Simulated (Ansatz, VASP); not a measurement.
Two plane-wave programs on GdO

File INCAR:

```
SYSTEM = GdO
ALGO = Normal
EDIFF = 1E-6
ENCUT = 520
GGA = PE
ISIF = 2
ISMEAR = 0
ISPIN = 2
IVDW = 12
LASPH = .TRUE.
LCHARG = .FALSE.
LDAU = .TRUE.
LDAUJ = 0 0
LDAUL = 3 -1
LDAUPRINT = 1
LDAUTYPE = 2
LDAUU = 6 0
LMAXMIX = 6
LORBIT = 11
LREAL = .FALSE.
LWAVE = .FALSE.
MAGMOM = 7.72 0.02
NBANDS = 23
NELM = 150
PREC = Accurate
SIGMA = 0.05
```

The input KPOINTS:

```
k-points
0
G
  8 8 8
  0 0 0
```

POSCAR

```
GdO
1.0
    0.0000000000      2.6955445929      2.6955445929
    2.6955445929      0.0000000000      2.6955445929
    2.6955445929      2.6955445929      0.0000000000
Gd O
1 1
Direct
    0.0000000000      0.0000000000      0.0000000000
    0.2500000000      0.2500000000      0.2500000000
```

Input for Ansatz:

```yaml
crystal:
  lattice:
    - [0.0, 2.6955445929, 2.6955445929]
    - [2.6955445929, 0.0, 2.6955445929]
    - [2.6955445929, 2.6955445929, 0.0]
  atoms:
    - { symbol: Gd, position: [0.0, 0.0, 0.0], spin: 7.71 }
    - { symbol: O, position: [0.25, 0.25, 0.25] }
basis:
  ecutwfc: 420
  ecutrho_ratio: 4
kpoints:
  mp_grid: { grid: [8, 8, 8] }
hamiltonian:
  xc: pbe
  dispersion: d3bj
  hubbard:
    sites:
      - { species: Gd, l: f, u_eff: 6.0, starting_ns: start.occupation_matrices }
    ns_hold: { iters: 6 }
scf:
  occupations: { method: gaussian, width: 0.05 }
  lower_state_search: "off"
output:
  forces: true
  stress: true
  eigenvalues: true
  populations: true
  hubbard: { sites: [{ species: Gd, l: f }] }
magnetization:
  spin_polarized: true
```

Alike in both runs: task single point; functional PBE; dispersion D3(BJ); k mesh 8 × 8 × 8; occupations gaussian, width 0.05 eV; collinear spin; Hubbard terms Gd f U = 6.0 eV.

```csv
,VASP,Ansatz
version,VASP 6.6.1,Ansatz 0.2.0
potentials or method,"VASP PAW PBE potentials, release 64 (Gd, O), cutoff 520 eV","scalar-relativistic, plane waves, PAW"
valence electrons in the cell,24,24
```

```csv
,VASP,Ansatz,Ansatz less VASP
gap on the k mesh at the Fermi level (eV),none,none,-
pressure (GPa),-2.0,-2.0,-0.05
net moment per atom (μB),3.97,3.97,0.000
size of the moment on the site where the two differ most (μB),7.07,7.02,-0.053
```

Site moments also hang on the region over which each program counts them. The programs project onto different local orbitals, so the same U acts differently, and such runs can settle in different states. A gap of «none» marks a metal or a gap that the smearing closes. Ansatz's warnings: filled band counts differ across k points, stability check not made.

Spin-orbit coupling is off throughout.
